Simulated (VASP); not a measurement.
A run of VASP 6.6.1:

File INCAR:

```
SYSTEM = PtS2
PREC = Accurate
ENCUT = 520
EDIFF = 1E-6
ISMEAR = 0
SIGMA = 0.05
LREAL = .FALSE.
LASPH = .TRUE.
NELM = 60
ALGO = Normal
ISIF = 2
LWAVE = .FALSE.
LCHARG = .TRUE.
GGA = PE
LELF = .TRUE.
LVHAR = .TRUE.
NBANDS = 18
```

KPOINTS

```
Automatic mesh
0
G
  9 9 4
  0 0 0
```

POSCAR

```
PtS2
1.0
    3.3262000000      0.0000000000      0.0000000000
   -1.6631000000      2.8805736981      0.0000000000
    0.0000000000      0.0000000000      6.1718000000
Pt S
1 2
Direct
    0.0000000000      0.0000000000      0.0000000000
    0.3333333333      0.6666666667      0.2228361406
    0.6666666667      0.3333333333      0.7771638594
```

Potentials or basis: VASP PAW PBE potentials, release 64 (Pt, S).

Command:

```console
$ cat potpaw_PBE.64/Pt/POTCAR potpaw_PBE.64/S/POTCAR > POTCAR
$ mpirun -np 1 vasp_std > vasp.out
```

Hardware: 1 thread of Intel(R) Xeon(R) Platinum 8559C (Emerald Rapids), on a shared host.

Q: Estimate the wall time of this run.

A: Run time: 24 s on 1 thread of Intel(R) Xeon(R) Platinum 8559C (Emerald Rapids), with other jobs on the host, peak memory 0.21 GiB. Counts: scf iterations 14, k points 43.
